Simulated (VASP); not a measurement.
# Ru in VASP: a series of runs, part 2 of 2

VASP 6.6.1.

## Step 3: Single point, PBE

The input, INCAR:

```
SYSTEM = Ru
ALGO = Normal ; DIPOL = 0.5 0.5 0.500
EDIFF = 1E-7 ; ENCUT = 520
GGA = PE ; IDIPOL = 3
ISIF = 2 ; ISMEAR = -1
LASPH = .True. ; LCHARG = .False.
LDIPOL = .True. ; LREAL = .False.
LWAVE = .False. ; NBANDS = 36
NELM = 80 ; PREC = Accurate
SIGMA = 0.08
```

The input, KPOINTS:

```
k-points
0
Gamma
  14 14 1
  0 0 0
```

The input, POSCAR:

```
Ru
1.0
    2.7207384563      0.0000000000      0.0000000000
   -1.3603692281      2.3562286202      0.0000000000
    0.0000000000      0.0000000000     22.4441000000
Ru
4
Direct
    0.8333333333      0.1666666667      0.3595836581
    0.1666666667      0.8333333333      0.4517987726
    0.8333333333      0.1666666667      0.5482012274
    0.1666666667      0.8333333333      0.6404163418
```

Potentials or basis: VASP PAW PBE potentials, release 64 (Ru_pv).

Run with:

```sh
$ cat potpaw_PBE.64/Ru_pv/POTCAR > POTCAR
$ mpirun -np 1 vasp_std > vasp.out
```

OUTCAR:

```text
SYSTEM = Ru
   EDIFF = 1E-7
   ENCUT = 520
   GGA = PE
   ISIF = 2
   ISMEAR = -1
   LASPH = .True.
   LREAL = .False.
   NELM = 80
   PREC = Accurate

 ion  position               nearest neighbor table
   1  0.833  0.167  0.360-   2 2.60   2 2.60   2 2.60
   2  0.167  0.833  0.452-   1 2.60   1 2.60   1 2.60   3 2.67   3 2.67   3 2.67
   3  0.833  0.167  0.548-   4 2.60   4 2.60   4 2.60   2 2.67   2 2.67   2 2.67
   4  0.167  0.833  0.640-   3 2.60   3 2.60   3 2.60

  LATTYP: Found a hexagonal cell.
 ALAT       =     2.7207384563
[... 1138 lines left out ...]
  -------------------------------------------------------------------------------------
  Total       -2.6354636     -2.6354636      0.0116037     -0.0000000     -0.0000000      0.0000000
  in kB      -29.3468299    -29.3468299      0.1292112     -0.0000000     -0.0000000      0.0000000
  external PRESSURE =     -19.5214828 kB  Pullay stress =       0.0000000 kB

 VOLUME and BASIS-vectors are now :
 -----------------------------------------------------------------------------
  energy-cutoff  :      520.00
  volume of cell :      143.88
      direct lattice vectors                 reciprocal lattice vectors
     2.720738456  0.000000000  0.000000000     0.367547273  0.212203517  0.000000000
    -1.360369228  2.356228620  0.000000000     0.000000000  0.424407034  0.000000000
     0.000000000  0.000000000 22.444100000     0.000000000  0.000000000  0.044555139

 POSITION                                       TOTAL-FORCE (eV/Angst)
 -----------------------------------------------------------------------------------
      2.04055      0.39270      8.07053        -0.000000      0.000000     -0.010478
     -0.68018      1.96352     10.14022        -0.000000      0.000000      0.005250
      2.04055      0.39270     12.30388         0.000000     -0.000000     -0.005250
     -0.68018      1.96352     14.37357         0.000000     -0.000000      0.010478
 -----------------------------------------------------------------------------------
    total drift:                               -0.000000      0.000000      0.000006

  FREE ENERGIE OF THE ION-ELECTRON SYSTEM (eV)
  ---------------------------------------------------
  free  energy   TOTEN  =       -34.8620815829 eV

  energy  without entropy=      -34.7552564044  energy(sigma->0) =      -34.80866899

 vacuum level on the upper side and lower side of the slab         6.734         6.734
```

stdout:

```text
POSCAR found type information on POSCAR Ru
 POSCAR found :  1 types and       4 ions
 scaLAPACK will be used
 LDA part: xc-table for (Slater+PW92), standard interpolation
 POSCAR, INCAR and KPOINTS ok, starting setup
 FFT: planning ... GRIDC
 FFT: planning ... GRID_SOFT
 FFT: planning ... GRID
 WAVECAR not read
 entering main loop
```

Wall time 76 s (1 thread of Intel Xeon 6975P-C (Granite Rapids), shared host); peak memory 0.28 GiB.

Results:

* Free energy: -34.8621 eV
* Largest force: 0.010 eV/Å
* Band gap on the k mesh: zero (band 28 reaches 3.16 eV, above the bottom of band 29 at 0.80 eV)

Forces in eV/Å, atoms in the order of the input:
```
Ru   0.000  0.000 -0.010
Ru   0.000  0.000  0.005
Ru   0.000  0.000 -0.005
Ru   0.000  0.000  0.010
```

## Step 4: Single point, PBE

The input, INCAR:

```
ALGO = Normal
DIPOL = 0.5 0.5 0.500
EDIFF = 1E-6
ENCUT = 520
GGA = PE
IDIPOL = 3
ISIF = 2
ISMEAR = -1
LASPH = True
LCHARG = False
LDIPOL = True
LREAL = False
LWAVE = False
NBANDS = 36
NELM = 80
PREC = Accurate
SIGMA = 0.08
```

The input, KPOINTS:

```
k-points
0
Gamma
  14 14 1
```

POSCAR is that of step 3.

Run with:

```sh
$ cat potpaw_PBE.64/Ru_pv/POTCAR > POTCAR
$ mpirun -np 1 vasp_std > vasp.out
```

Run time: 72 s. Hardware: 1 thread of Intel Xeon 6975P-C (Granite Rapids), shared host; peak memory 0.29 GiB.

Results (log left out):

```
Free energy            : -34.8621 eV
Largest force          : 0.010 eV/Å
Band gap on the k mesh : zero (band 28 reaches 3.16 eV, above the bottom of band 29 at 0.80 eV)
```

Forces in eV/Å, atoms in the order of the input:
```
Ru   0.000  0.000 -0.010
Ru   0.000  0.000  0.005
Ru   0.000  0.000 -0.005
Ru   0.000  0.000  0.010
```

Levels at points of the mesh, in eV from the Fermi level:
```tsv
k point	band 25	band 26	band 27	band 28	band 29	band 30
(0.00, 0.00, 0.00)	-2.06	-2.06	-1.72	-0.86	-0.86	0.10
(0.50, 0.00, 0.00)	0.15	0.16	1.04	1.35	1.39	1.53
```

## Step 5: Single point, PBE

The input, INCAR:

```
  PREC = Accurate
  ENCUT = 520
  EDIFF = 1E-6
  ISMEAR = -1
  SIGMA = 0.08
  LREAL = F
  LASPH = T
  NELM = 100
  ALGO = Normal
  ISIF = 2
  LWAVE = F
  LCHARG = T
  LDIPOL = T
  IDIPOL = 3
  DIPOL = 0.5 0.5 0.500
  GGA = PE
  LELF = T
  LVHAR = T
  LVACPOTAV = T
  NBANDS = 36
  EFIELD = -0.2
```

The input, KPOINTS:

```
Automatic mesh
0
Gamma
  14 14 1
```

POSCAR is that of step 4.

Run with:

```sh
$ cat potpaw_PBE.64/Ru_pv/POTCAR > POTCAR
$ mpirun -np 1 vasp_std > vasp.out
```

It took 2.6 min on 1 thread of Intel Xeon 6975P-C (Granite Rapids), shared host; peak memory 0.29 GiB.

Results (log left out):

* Free energy: -34.8691 eV
* Largest force: 0.016 eV/Å
* Band gap on the k mesh: zero (band 28 reaches 3.15 eV, above the bottom of band 29 at 0.80 eV)

Forces on the atoms (eV/Å):
```
Ru   0.000  0.000 -0.016
Ru   0.000  0.000  0.010
Ru   0.000  0.000  0.000
Ru   0.000  0.000  0.006
```

Levels at points of the mesh, in eV from the Fermi level:
```tsv
k point	band 23	band 24	band 25	band 26	band 27	band 28	band 29	band 30	band 31	band 32
(0.00, 0.00, 0.00)	-2.15	-2.15	-2.06	-2.06	-1.72	-0.86	-0.86	0.10	0.10	0.16
(0.50, 0.00, 0.00)	-1.34	-1.02	0.15	0.16	1.04	1.35	1.39	1.53	1.90	1.94
```

## Step 6: Single point, PBE

The input, INCAR:

```
  ALGO = Normal
  EDIFF = 1E-6
  ENCUT = 520
  GGA = PE
  ISIF = 2
  ISMEAR = -1
  LASPH = True
  LCHARG = False
  LREAL = False
  LWAVE = False
  NBANDS = 36
  NELM = 80
  PREC = Accurate
  SIGMA = 0.08
```

The input, KPOINTS:

```
k-points
0
Gamma
  14 14 1
```

POSCAR is that of step 5.

Potentials or basis: VASP PAW PBE potentials, release 64 (Ru_pv).

Run with:

```sh
$ cat potpaw_PBE.64/Ru_pv/POTCAR > POTCAR
$ mpirun -np 1 vasp_std > vasp.out
```

It took 77 s on 1 thread of Intel Xeon 6975P-C (Granite Rapids), shared host; peak memory 0.28 GiB.

The run converged. Its results:

```
Free energy            : -34.8621 eV
Largest force          : 0.010 eV/Å
Band gap on the k mesh : zero (band 28 reaches 3.16 eV, above the bottom of band 29 at 0.80 eV)
```

Forces on the atoms (eV/Å):
```
Ru   0.000  0.000 -0.010
Ru   0.000  0.000  0.005
Ru   0.000  0.000 -0.005
Ru   0.000  0.000  0.010
```

Levels at points of the mesh, in eV from the Fermi level:
```
           k point  band 24  band 25  band 26  band 27  band 28  band 29  band 30  band 31
(0.00, 0.00, 0.00)    -2.15    -2.06    -2.06    -1.72    -0.86    -0.86     0.10     0.10
(0.50, 0.00, 0.00)    -1.02     0.15     0.16     1.04     1.35     1.39     1.53     1.90
```

## Step 7: Summary

```tsv
dipole correction	electric field (eV/Å)	gap on the mesh (eV)	largest force (eV/Å)
yes	-	none	0.01
yes	0.2	none	0.02
no	-	none	0.01
```

Some of these runs hold the atoms at other places in the same cell, which the table doesn't show; runs alike in all that it shows share one row.

Alike in all rows: task single point; level PBE; potentials or basis VASP PAW PBE potentials, release 64 (Ru_pv); no spin polarisation; cell as given; k mesh 14 × 14 × 1; cutoff (eV) 520; smearing fermi-dirac 0.08 eV.

Every run on the cell as given and a fine mesh finds a metal.

Total energies depend on the potentials used, so only differences within one code and one set of settings carry meaning.
